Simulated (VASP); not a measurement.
SrTiO3, 5 atoms in the cell. It takes space group P4mm (No. 99, tetragonal). The conventional cell has a = 3.936 Å, b = 3.936 Å, c = 3.936 Å, α = 90.00°, β = 90.00°, γ = 90.00°. Sr (site symmetry 4mm) has 12 O at 2.78 Å and 4 Ti at 3.16 Å within 3.7 Å. Ti (site symmetry 4mm) has 1 O at 1.49 Å within 2.0 Å. O (site symmetry 4mm) has 1 Ti at 1.49 Å within 2.0 Å. O (site symmetry 2mm) has 2 Ti at 2.03 Å within 2.7 Å.  This cell differs from its parent crystal: atom 2 (Ti) moved +0.480 Å along Cartesian [1 0 0].

```yaml
Program: VASP 6.6.1
Task: single point
Functional: PBE
Potentials_or_basis: VASP PAW PBE potentials, release 64 (Sr_sv, Ti_sv, O)
Cutoff: 520 eV
k_mesh: 8 × 8 × 8
Occupations: gaussian, width 0.05 eV
Spin: no spin polarisation
Dipole_correction: no
Further_INCAR_settings: ALGO = Normal; EDIFF = 1e-06; NBANDS = 28
```

Potentials or basis: VASP PAW PBE potentials, release 64 (Sr_sv, Ti_sv, O).

Run with:

```sh
$ cat potpaw_PBE.64/Sr_sv/POTCAR potpaw_PBE.64/Ti_sv/POTCAR potpaw_PBE.64/O/POTCAR > POTCAR
$ mpirun -np 1 vasp_std > vasp.out
```

Hardware: 1 thread of Intel(R) Xeon(R) Platinum 8375C CPU @ 2.90GHz (Ice Lake) (shared host).

**Question.** How long does it take, and how much memory?

**Answer.** Run time: 100 s on 1 thread of Intel(R) Xeon(R) Platinum 8375C CPU @ 2.90GHz (Ice Lake), on a shared host, peak memory 0.26 GiB. Counts: scf iterations 15, k points 75.
